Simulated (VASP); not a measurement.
Wanted: the native input for a VASP 6.6.1 run.

```yaml
Task: single point
Functional: PBEsol
Potentials_or_basis: VASP PAW PBE potentials, release 64 (Mg, O)
Cutoff: 520 eV
k_mesh: 9 × 9 × 6
Occupations: gaussian, width 0.05 eV
Spin: no spin polarisation
Dipole_correction: no
Further_INCAR_settings: ALGO = Normal; EDIFF = 1e-06; NBANDS = 16
```

The structure of MgO lies in POSCAR:

```
MgO
1.0
    3.5354804147      0.0000000000      0.0000000000
   -1.7677402074      3.0618158537      0.0000000000
    0.0000000000      0.0000000000      4.0969764116
Mg O
2 2
Direct
    0.6586046991      0.3172093983      0.7500000000
    0.3413953009      0.6827906017      0.2500000000
    0.6726026025      0.3452052050      0.2500000000
    0.3273973975      0.6547947950      0.7500000000
```

This cell differs from its parent crystal: mode 5 frozen in at -0.049 Å, strain +e along z and -e/2 along x and y -0.0233.

The input as run:

INCAR

```
SYSTEM = MgO
PREC = Accurate
ENCUT = 520
EDIFF = 1E-6
ISMEAR = 0
SIGMA = 0.05
LREAL = .False.
LASPH = .True.
NELM = 60
ALGO = Normal
ISIF = 2
LWAVE = .False.
LCHARG = .False.
GGA = PS
NBANDS = 16
```

KPOINTS

```
regular mesh
0
Gamma
  9 9 6
  0 0 0
```

Potentials or basis: VASP PAW PBE potentials, release 64 (Mg, O).

Launch:

```bash
$ cat potpaw_PBE.64/Mg/POTCAR potpaw_PBE.64/O/POTCAR > POTCAR
$ mpirun -np 1 vasp_std > vasp.out
```

Results of the run:

| Quantity | Value |
| --- | --- |
| Pressure | 0.2 GPa |
| Largest force | 0.391 eV/Å |
| Band gap on the k mesh | 3.30 eV, direct |

Caveat: the cell differs from its parent crystal (mode 5 frozen in at -0.049 Å, strain +e along z and -e/2 along x and y -0.0233); the PAW data sets were made with another functional, which shifts forces and pressure a little.

Run time: 31 s on 1 thread of Intel(R) Xeon(R) Platinum 8488C (Sapphire Rapids), on a shared host, peak memory 0.2 GiB.
